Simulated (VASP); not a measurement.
# Cu (R-3m) in VASP: a series of runs

The runs below take Cu through single point, with PBE.

Everything below comes from runs of VASP 6.6.1. Logs are shortened: lines on timing, memory, paths and dates and some standing lists are left out, and cuts for length are marked.

**1. The cell of the first run**

The structure is trigonal, space group R-3m (No. 166). Conventional cell: a = 2.029 Å, b = 2.029 Å, c = 9.939 Å, α = 90.00°, β = 90.00°, γ = 120.00°. Cu (site symmetry -3m) has 6 Cu at 2.03 Å within 2.7 Å.

**2. Single point, PBE**

File INCAR:

```
SYSTEM = Cu
  ALGO = Fast
  EDIFF = 1E-7
  ENCUT = 520
  GGA = PE
  ISIF = 2
  ISMEAR = 0
  LASPH = .True.
  LCHARG = .False.
  LREAL = .False.
  LWAVE = .False.
  NBANDS = 12
  NELM = 100
  PREC = Accurate
  SIGMA = 0.15
```

File KPOINTS:

```
k-points
0
Gamma
  24 24 24
  0 0 0
```

File POSCAR:

```
Cu
1.0
    0.9564091338      2.3910228345      2.3910228345
    2.3910228345      0.9564091338      2.3910228345
    2.3910228345      2.3910228345      0.9564091338
Cu
1
Direct
    0.0000000000      0.0000000000      0.0000000000
```

Potentials or basis: VASP PAW PBE potentials, release 64 (Cu).

The run is started by

```sh
> cat potpaw_PBE.64/Cu/POTCAR > POTCAR
> mpirun -np 1 vasp_std > vasp.out
```

OUTCAR:

```text
SYSTEM = Cu
   EDIFF = 1E-7
   ENCUT = 520
   GGA = PE
   ISIF = 2
   ISMEAR = 0
   LASPH = .True.
   LREAL = .False.
   NELM = 100
   PREC = Accurate

 ion  position               nearest neighbor table
   1  0.000  0.000  0.000-

  LATTYP: Found a trigonal (rhomboedric) cell.
 ALAT       =     3.5140715447
 COS(alpha) =     0.8333333333

  Lattice vectors:

 A1 = (   0.9564091338,   2.3910228345,   2.3910228345)
 A2 = (   2.3910228345,   0.9564091338,   2.3910228345)
 A3 = (   2.3910228345,   2.3910228345,   0.9564091338)

Analysis of symmetry for initial positions (statically):
=====================================================================
 Subroutine PRICEL returns:
 Original cell was already a primitive cell.

 Routine SETGRP: Setting up the symmetry group for a
 trigonal (rhombohedral) supercell.

 Subroutine GETGRP returns: Found 12 space group operations
 (whereof 12 operations were pure point group operations)
 out of a pool of 12 trial point group operations.

The static configuration has the point symmetry D_3d.

Analysis of symmetry for dynamics (positions and initial velocities):
=====================================================================
 Subroutine PRICEL returns:
 Original cell was already a primitive cell.

 Routine SETGRP: Setting up the symmetry group for a
 trigonal (rhombohedral) supercell.

 Subroutine GETGRP returns: Found 12 space group operations
 (whereof 12 operations were pure point group operations)
 out of a pool of 12 trial point group operations.

The dynamic configuration has the point symmetry D_3d.

 Subroutine INISYM returns: Found 12 space group operations
 (whereof 12 operations are pure point group operations),
 and found     1 'primitive' translations

----------------------------------------------------------------------------------------

                                     Primitive cell

  volume of cell :      11.8104

  direct lattice vectors                    reciprocal lattice vectors
     0.956409134  2.391022835  2.391022835    -0.406613525  0.290438232  0.290438232
     2.391022835  0.956409134  2.391022835     0.290438232 -0.406613525  0.290438232
     2.391022835  2.391022835  0.956409134     0.290438232  0.290438232 -0.406613525

  length of vectors
     3.514071545  3.514071545  3.514071545     0.577964784  0.577964784  0.577964784

  position of ions in fractional coordinates (direct lattice)
     0.000000000  0.000000000  0.000000000

  ion indices of the primitive-cell ions
   primitive index   ion index
                 1           1

----------------------------------------------------------------------------------------

 KPOINTS: k-points

Automatic generation of k-mesh.
 Grid dimensions read from file:
 generate k-points for:   24   24   24

 Generating k-lattice:

  Cartesian coordinates                     Fractional coordinates (reciprocal lattice)
    -0.016942230  0.012101593  0.012101593     0.041666667 -0.000000000 -0.000000000
     0.012101593 -0.016942230  0.012101593    -0.000000000  0.041666667 -0.000000000
     0.012101593  0.012101593 -0.016942230    -0.000000000 -0.000000000  0.041666667

  Length of vectors
     0.024081866  0.024081866  0.024081866

  Shift w.r.t. Gamma in fractional coordinates (k-lattice)
     0.000000000  0.000000000  0.000000000

 Subroutine IBZKPT returns following result:
 ===========================================

 Found   1313 irreducible k-points:

 Following reciprocal coordinates:
            Coordinates               Weight
  0.000000  0.000000  0.000000      1.000000
  0.041667  0.000000  0.000000      6.000000
  0.083333  0.000000  0.000000      6.000000
  0.125000  0.000000  0.000000      6.000000
  0.166667 -0.000000 -0.000000      6.000000
  0.208333  0.000000 -0.000000      6.000000
[... 16 lines left out ...]
  0.416667  0.041667 -0.000000     12.000000
  0.458333  0.041667  0.000000     12.000000
 [... further k-points ...]
   k-points           NKPTS =   1313   k-points in BZ     NKDIM =   1313   number of bands    NBANDS=     12
   number of dos      NEDOS =    301   number of ions     NIONS =      1
   total plane-waves  NPLWV =  21952
   dimension x,y,z NGX =    28 NGY =   28 NGZ =   28
   dimension x,y,z NGXF=    56 NGYF=   56 NGZF=   56
   ions per type =               1
   NGX,Y,Z   is equivalent  to a cutoff of  13.25, 13.25, 13.25 a.u.
   NGXF,Y,Z  is equivalent  to a cutoff of  26.49, 26.49, 26.49 a.u.
 SYSTEM =  Cu
   PREC   = accura    normal or accurate (medium, high low for compatibility)
   ISTART =      0    job   : 0-new  1-cont  2-samecut
   ICHARG =      2    charge: 1-file 2-atom 10-const
   ISPIN  =      1    spin polarized calculation?
   LNONCOLLINEAR =      F non collinear calculations
   LSORBIT =      F    spin-orbit coupling
   LASPH  =      T    aspherical Exc in radial PAW
   ENCUT  =  520.0 eV  38.22 Ry    6.18 a.u.   6.53  6.53  6.53*2*pi/ulx,y,z
   NELM   =    100;   NELMIN=  2; NELMDL= -5     # of ELM steps
   EDIFF  = 0.1E-06   stopping-criterion for ELM
   LREAL  =      F    real-space projection
   EDIFFG = 0.1E-05   stopping-criterion for IOM
   NSW    =      0    number of steps for IOM
   IBRION =     -1    ionic relax: 0-MD 1-quasi-New 2-CG
   NFREE  =      0    steps in history (QN), initial steepest desc. (CG)
   ISIF   =      2    stress and relaxation
   ISYM   =      2    0-nonsym 1-usesym 2-fastsym
   POTIM  = 0.5000    time-step for ionic-motion
   TEBEG  =    0.0;   TEEND  =   0.0 temperature during run
   PSTRESS=    0.0 pullay stress
   NELECT =      11.0000    total number of electrons
   NUPDOWN=      -1.0000    fix difference up-down
   EMIN   =  10.00;   EMAX   =-10.00  energy-range for DOS
   EFERMI =   0.00;   METHOD = LEGACY
   ISMEAR =     0;   SIGMA  =   0.15  broadening in eV -4-tet -1-fermi 0-gaus
   EFERMI_NEDOS =   21; number of points for ismear=-14 and -15
   IALGO  =     68    algorithm
   IMIX   =      4    mixing-type and parameters
     AMIX     =   0.40;   BMIX     =  1.00
     AMIX_MAG =   1.60;   BMIX_MAG =  1.00
  volume/ion in A,a.u.               =      11.81        79.70
  Fermi-wavevector in a.u.,A,eV,Ry     =   1.598763  3.021224 34.777078  2.556043
  Thomas-Fermi vector in A             =   2.696162
   LORBIT       =      0    0 simple, 1 ext, 2 COOP (PROOUT), +10 PAW based schemes
   GGA     = PE    functional components
   LHFCALC =     F    Hartree Fock is set to
   AEXX    =    0.0000 exact exchange contribution
   IVDW    =     0    specifies the selected vdW correction
   LEPSILON=     F    determine dielectric tensor
   LRPA    =     F    only Hartree local field effects (RPA)
 non-spin polarized calculation
 RMM-DIIS sequential band-by-band and
 Gauss-broadening in eV      SIGMA  =   0.15
  energy-cutoff  :      520.00
  volume of cell :       11.81
 maximum number of plane-waves:       332
 NGX is ok and might be reduce to    28
   NGX = 13   NGY = 13   NGZ = 13

 number of electron      10.9999998 magnetization

 Free energy of the ion-electron system (eV)
  ---------------------------------------------------
  ext. energy  EPLUGINS =         0.00000000
  ---------------------------------------------------
  free energy    TOTEN  =        -1.30740205 eV

  energy without entropy =       -1.30402074  energy(sigma->0) =       -1.30571140

 E-fermi :   7.6126     XC(G=0): -12.1981

 val. band max:        7.6113979159   @ k =  -0.0417   0.3750   0.0417
 cond. band min:       7.6277257690   @ k =   0.4583   0.0833   0.0417
 fundamental gap:      0.0163278531
 Fermi energy:         7.6125761872

 k-point     1 :       0.0000    0.0000    0.0000
  band No.  band energies     occupation
      1      -2.3402      2.00000
      2       2.1252      2.00000
      3       3.2791      2.00000
      4       3.2791      2.00000
      5       5.9022      2.00000
      6       5.9022      2.00000
      7      11.2746      0.00000
      8      18.1265      0.00000
      9      38.8801      0.00000
     10      47.7124      0.00000
     11      49.3526      0.00000
     12      49.8970      0.00000

 k-point     2 :       0.0417    0.0000    0.0000
  band No.  band energies     occupation
      1      -2.2403      2.00000
      2       2.1683      2.00000
      3       3.2378      2.00000
      4       3.3307      2.00000
      5       5.7702      2.00000
      6       5.8907      2.00000
      7      11.4566      0.00000
      8      18.1933      0.00000
      9      38.6877      0.00000
     10      46.8838      0.00000
     11      47.6371      0.00000
     12      48.0009      0.00000

 k-point     3 :       0.0833    0.0000    0.0000
  band No.  band energies     occupation
      1      -1.9450      2.00000
      2       2.2935      2.00000
      3       3.1237      2.00000
      4       3.4834      2.00000
      5       5.4245      2.00000
      6       5.8573      2.00000
      7      11.9492      0.00000
      8      18.3985      0.00000
      9      38.0084      0.00000
     10      44.1768      0.00000
     11      46.3669      0.00000
     12      46.8932      0.00000
[... 286 lines left out ...]
 k-point    23 :       0.4167    0.0417   -0.0000
  band No.  band energies     occupation
      1       0.2425      2.00000
      2       2.3264      2.00000
      3       4.7809      2.00000
      4       5.2693      2.00000
      5       5.9312      2.00000
      6       7.5165      1.63514
      7      17.8906      0.00000
      8      20.1788      0.00000
      9      26.6413      0.00000
     10      28.5850      0.00000
     11      35.6992      0.00000
     12      37.2604      0.00000

 k-point    24 :       0.4583    0.0417    0.0000
  band No.  band energies     occupation
      1       0.1207      2.00000
      2       2.1846      2.00000
      3       4.9758      2.00000
      4       5.2250      2.00000
      5       6.3315      2.00000
      6       8.7541      0.00000
      7      17.6259      0.00000
      8      19.5693      0.00000
      9      26.7689      0.00000
     10      28.2888      0.00000
     11      34.6652      0.00000
     12      36.2625      0.00000

 [... further k-points ...]

------------------------ aborting loop because EDIFF is reached ----------------------------------------

  FORCE on cell =-STRESS in cart. coord.  units (eV):
  Direction    XX          YY          ZZ          XY          YZ          ZX
  --------------------------------------------------------------------------------------
  -------------------------------------------------------------------------------------
  Total        8.3467270      8.3467270      8.3467270     -4.2967139     -4.2967139     -4.2967139
  in kB     1132.3009633   1132.3009633   1132.3009633   -582.8839615   -582.8839615   -582.8839615
  external PRESSURE =    1132.3009633 kB  Pullay stress =       0.0000000 kB

 VOLUME and BASIS-vectors are now :
 -----------------------------------------------------------------------------
  energy-cutoff  :      520.00
  volume of cell :       11.81
      direct lattice vectors                 reciprocal lattice vectors
     0.956409134  2.391022835  2.391022835    -0.406613525  0.290438232  0.290438232
     2.391022835  0.956409134  2.391022835     0.290438232 -0.406613525  0.290438232
     2.391022835  2.391022835  0.956409134     0.290438232  0.290438232 -0.406613525

 POSITION                                       TOTAL-FORCE (eV/Angst)
 -----------------------------------------------------------------------------------
      0.00000      0.00000      0.00000        -0.000000     -0.000000     -0.000000
 -----------------------------------------------------------------------------------
    total drift:                               -0.000000     -0.000000     -0.000000

  FREE ENERGIE OF THE ION-ELECTRON SYSTEM (eV)
  ---------------------------------------------------
  free  energy   TOTEN  =        -1.3074020487 eV

  energy  without entropy=       -1.3040207423  energy(sigma->0) =       -1.30571140
```

It took 3.4 min on 1 thread of Intel Xeon 6975P-C (Granite Rapids), shared host; peak memory 0.31 GiB.

What came out:

* Free energy: -1.3074 eV
* Pressure: 113.2 GPa

Stress tensor (GPa, compression positive):
```
113.23 -58.29 -58.29
-58.29 113.23 -58.29
-58.29 -58.29 113.23
```

(Part 1 of 2 ends here.)
